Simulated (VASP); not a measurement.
# TaN (P-6m2) in VASP: settings compared, part 2 of 2

VASP 6.6.1.

## (4) Single point, PBE

This run uses another cell than the first one, of 10.13 Å³/atom.

File INCAR:

```
SYSTEM = TaN
ALGO     = Normal         ! electronic algorithm
EDIFF    = 1E-6           ! SCF threshold, eV
ENCUT    = 700            ! plane-wave cutoff, eV
GGA      = PE             ! functional
GGA_COMPAT= .FALSE.      
ISIF     = 2              ! what is computed and relaxed
ISMEAR   = -1             ! smearing method
LASPH    = .TRUE.         ! aspherical terms in the spheres
LCHARG   = .FALSE.        ! write CHGCAR
LREAL    = .FALSE.        ! projectors in reciprocal space
LWAVE    = .FALSE.        ! write WAVECAR
NBANDS   = 16             ! bands
NELM     = 120            ! most SCF steps
PREC     = Accurate       ! precision mode
SIGMA    = 0.05           ! smearing width, eV
```

File KPOINTS:

```
k-points
0
G
  10 10 9
  0 0 0
```

File POSCAR:

```
TaN
1.0
    2.8780250747      0.0000000000      0.0000000000
   -1.4390125325      2.4924428298      0.0000000000
    0.0000000000      0.0000000000      2.8241489163
Ta N
1 1
Direct
    0.3333333333      0.6666666667      0.5000000000
    0.0000000000      0.0000000000      0.0000000000
```

Potentials or basis: VASP PAW PBE potentials, release 64 (Ta_sv_GW, N).

The run is started by

```bash
> cat potpaw_PBE.64/Ta_sv_GW/POTCAR potpaw_PBE.64/N/POTCAR > POTCAR
> mpirun -np 1 vasp_std > vasp.out
```

OUTCAR:

```text
SYSTEM = TaN
   EDIFF = 1E-6
   ENCUT = 700
   GGA = PE
   ISIF = 2
   ISMEAR = -1
   LASPH = .TRUE.
   LREAL = .FALSE.
   NELM = 120
   PREC = Accurate

 ion  position               nearest neighbor table
   1  0.333  0.667  0.500-   2 2.18   2 2.18   2 2.18   2 2.18   2 2.18   2 2.18
   2  0.000  0.000  0.000-   1 2.18   1 2.18   1 2.18   1 2.18   1 2.18   1 2.18

  LATTYP: Found a hexagonal cell.
 ALAT       =     2.8780250747
 C/A-ratio  =     0.9812801637

  Lattice vectors:

[... 643 lines left out ...]
------------------------ aborting loop because EDIFF is reached ----------------------------------------

  FORCE on cell =-STRESS in cart. coord.  units (eV):
  Direction    XX          YY          ZZ          XY          YZ          ZX
  --------------------------------------------------------------------------------------
  -------------------------------------------------------------------------------------
  Total        3.6313909      3.6313909      4.1552477      0.0000000      0.0000000     -0.0000000
  in kB      287.1945609    287.1945614    328.6246418      0.0000006      0.0000000     -0.0000000
  external PRESSURE =     301.0045880 kB  Pullay stress =       0.0000000 kB

 VOLUME and BASIS-vectors are now :
 -----------------------------------------------------------------------------
  energy-cutoff  :      700.00
  volume of cell :       20.26
      direct lattice vectors                 reciprocal lattice vectors
     2.878025075  0.000000000  0.000000000     0.347460489  0.200606406  0.000000000
    -1.439012533  2.492442830  0.000000000     0.000000000  0.401212813  0.000000000
     0.000000000  0.000000000  2.824148916     0.000000000  0.000000000  0.354088977

 POSITION                                       TOTAL-FORCE (eV/Angst)
 -----------------------------------------------------------------------------------
      0.00000      1.66163      1.41207        -0.000000      0.000000      0.000000
      0.00000      0.00000      0.00000         0.000000     -0.000000      0.000000
 -----------------------------------------------------------------------------------
    total drift:                                0.000000     -0.000000     -0.000000

  FREE ENERGIE OF THE ION-ELECTRON SYSTEM (eV)
  ---------------------------------------------------
  free  energy   TOTEN  =       -24.8271915115 eV

  energy  without entropy=      -24.8269283198  energy(sigma->0) =      -24.82705992
```

OSZICAR:

```text
N       E                     dE             d eps       ncg     rms          rms(c)
DAV:   1     0.135353215099E+03    0.13535E+03   -0.13405E+04  2248   0.146E+03
DAV:   2    -0.221151337921E+02   -0.15747E+03   -0.15140E+03  3112   0.382E+02
DAV:   3    -0.282078336503E+02   -0.60927E+01   -0.60811E+01  2688   0.680E+01
DAV:   4    -0.283784605995E+02   -0.17063E+00   -0.17062E+00  3200   0.810E+00
DAV:   5    -0.283827561736E+02   -0.42956E-02   -0.42956E-02  2720   0.956E-01    0.586E+01
DAV:   6    -0.249160888469E+02    0.34667E+01   -0.70147E+00  2792   0.252E+01    0.629E+01
DAV:   7    -0.248662442445E+02    0.49845E-01   -0.47088E-01  2272   0.563E+00    0.272E+01
DAV:   8    -0.248291162071E+02    0.37128E-01   -0.95948E-02  3000   0.274E+00    0.807E+00
DAV:   9    -0.248272098733E+02    0.19063E-02   -0.13177E-02  2632   0.111E+00    0.641E-01
DAV:  10    -0.248271756453E+02    0.34228E-04   -0.13250E-03  2440   0.414E-01    0.520E-01
DAV:  11    -0.248271935275E+02   -0.17882E-04   -0.80540E-05  2920   0.105E-01    0.305E-01
DAV:  12    -0.248271918888E+02    0.16387E-05   -0.66830E-06  2624   0.272E-02    0.660E-03
DAV:  13    -0.248271915115E+02    0.37727E-06   -0.97300E-07  1768   0.905E-03
   1 F= -.24827192E+02 E0= -.24827060E+02  d E =-.263192E-03
```

stdout:

```text
POSCAR found type information on POSCAR TaN
 POSCAR found :  2 types and       2 ions
 scaLAPACK will be used
 LDA part: xc-table for (Slater+PW92), standard interpolation
 POSCAR, INCAR and KPOINTS ok, starting setup
 FFT: planning ... GRIDC
 FFT: planning ... GRID_SOFT
 FFT: planning ... GRID
 WAVECAR not read
 entering main loop
```

Wall time 25 s (1 thread of Intel Xeon Platinum 8375C at 2.90GHz (Ice Lake), shared host); peak memory 0.19 GiB.

Results:

```yaml
Free_energy: -24.8272 eV
Pressure: 30.1 GPa
Band_gap_on_the_k_mesh: zero (bands 9 and 10 overlap by 0.32 eV)
```

Stress tensor (GPa, compression positive):
```
28.72  0.00  0.00
 0.00 28.72  0.00
 0.00  0.00 32.86
```

Levels at points of the mesh, in eV from the Fermi level:
| k point | band 7 | band 8 | band 9 | band 10 | band 11 | band 12 |
| --- | --- | --- | --- | --- | --- | --- |
| (0.00, 0.00, 0.00) | -4.91 | -4.56 | -3.07 | 2.59 | 3.81 | 3.81 |
| (0.50, 0.00, 0.00) | -5.57 | -3.79 | -3.36 | 3.22 | 4.33 | 5.51 |

Caveat: the cell stands under pressure; spin-orbit coupling is left out, which moves the levels of the heavy elements.

## (5) The runs side by side

```tsv
level	potentials or basis	spin	cell	k mesh	cutoff (eV)	grid for exact exchange (PRECFOCK)	share of exact exchange	gap on the mesh (eV)	pressure (GPa)
r2SCANh	VASP PAW PBE potentials, release 64 (Ta_sv_GW, N)	off	a = 2.938, b = 2.938, c = 2.883 Å, angles 90.0, 90.0, 120.0°, 2 atoms	5 × 5 × 5	580	Normal	0.1	none	-3.3
LDA	VASP PAW LDA potentials, release 64 (Ta_sv_GW, N)	non-collinear, zero start, SOC	a = 2.938, b = 2.938, c = 2.883 Å, angles 90.0, 90.0, 120.0°, 2 atoms	7 × 7 × 7	700	-	-	-	-10.4
PBE	VASP PAW PBE potentials, release 64 (Ta_sv_GW, N)	off	a = 2.878, b = 2.878, c = 2.824 Å, angles 90.0, 90.0, 120.0°, 2 atoms	10 × 10 × 9	700	-	-	none	30.1
```

Alike in all rows: task single point; smearing fermi-dirac 0.05 eV.

Caveats: some runs use coarse meshes; spin-orbit coupling is left out, which moves the levels of the heavy elements (at least some runs); the PAW data sets were made with another functional, which shifts forces and pressure a little (at least some runs); the cell stands under tension (at least some runs); the cell stands under pressure (at least some runs).

Absolute energies hang on the potentials; compare differences alone.
